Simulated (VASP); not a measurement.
A run of VASP 6.6.1:

File INCAR:

```
PREC = Accurate
ENCUT = 520
EDIFF = 1E-6
ISMEAR = 0
SIGMA = 0.05
LREAL = F
LASPH = T
NELM = 150
ALGO = Normal
ISIF = 2
LWAVE = F
LCHARG = F
MAGMOM = 0 0 0
LORBIT = 11
LSORBIT = T
GGA_COMPAT = F
LORBMOM = T
LMAXMIX = 4
GGA = PE
NBANDS = 25
```

File KPOINTS:

```
Automatic mesh
0
Gamma
  18 18 18
```

The input POSCAR:

```
Mo
1.0
   -1.5802548357      1.5802548357      1.5802548357
    1.5802548357     -1.5802548357      1.5802548357
    1.5802548357      1.5802548357     -1.5802548357
Mo
1
Direct
    0.0000000000      0.0000000000      0.0000000000
```

Potentials or basis: VASP PAW PBE potentials, release 64 (Mo_sv).

The run is started by

```console
$ cat potpaw_PBE.64/Mo_sv/POTCAR > POTCAR
$ mpirun -np 1 vasp_ncl > vasp.out
```

Hardware: 1 thread of AMD EPYC 7R13, with other jobs on the host.

Estimate the wall time of this run.

It took 3 min on 1 thread of AMD EPYC 7R13, on a shared host, peak memory 0.21 GiB. Counts: scf iterations 12, k points 195.
